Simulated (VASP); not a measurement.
The system is Al.

```
Al
1.0
     5.10215    0.00000    0.00000
     0.00000    5.10215    0.00000
     0.00000    0.00000    5.10215
Al
8
Cartesian
  0.0000 0.0000 0.0000
  2.5511 2.5511 2.5511
  1.2755 0.0000 2.5511
  3.8266 0.0000 2.5511
  2.5511 1.2755 0.0000
  2.5511 3.8266 0.0000
  0.0000 2.5511 1.2755
  0.0000 2.5511 3.8266
```

| Quantity | Value |
| --- | --- |
| Program | VASP 6.6.1 |
| Task | relaxation of cell and atoms |
| Functional | BLYP |
| Potentials or basis | VASP PAW PBE potentials, release 64 (Al) |
| Cutoff | 500 eV |
| k mesh | 5 × 5 × 5 |
| Occupations | fermi-dirac, width 0.1 eV |
| Spin | no spin polarisation |

At the start: pressure 5.2 GPa; volume 16.60 Å³/atom.

Problem. How do energy, volume and symmetry change on relaxing?

Solution. Over 3 steps the energy falls by 21.8 meV/atom and the volume is 18.09 Å³/atom (+8.9 %); space group Pm-3n (No. 223, to 0.05 Å).

Step by step:
| step | energy change (eV) | largest force (eV/Å) | pressure (GPa) | volume (Å³) |
| --- | --- | --- | --- | --- |
| 1 | 0.0000 | 0.0000 | 5.19 | 132.82 |
| 2 | -0.1732 | 0.0000 | 0.41 | 143.43 |
| 3 | -0.1747 | 0.0000 | -0.02 | 144.68 |

Final structure:
```
Al
1.0
     5.24973    0.00000    0.00000
     0.00000    5.24973    0.00000
     0.00000    0.00000    5.24973
Al
8
Direct
  0.00000 0.00000 0.00000
  0.50000 0.50000 0.50000
  0.25000 0.00000 0.50000
  0.75000 0.00000 0.50000
  0.50000 0.25000 0.00000
  0.50000 0.75000 0.00000
  0.00000 0.50000 0.25000
  0.00000 0.50000 0.75000
```

Caveat: the PAW data sets were made with another functional, which shifts forces and pressure a little.
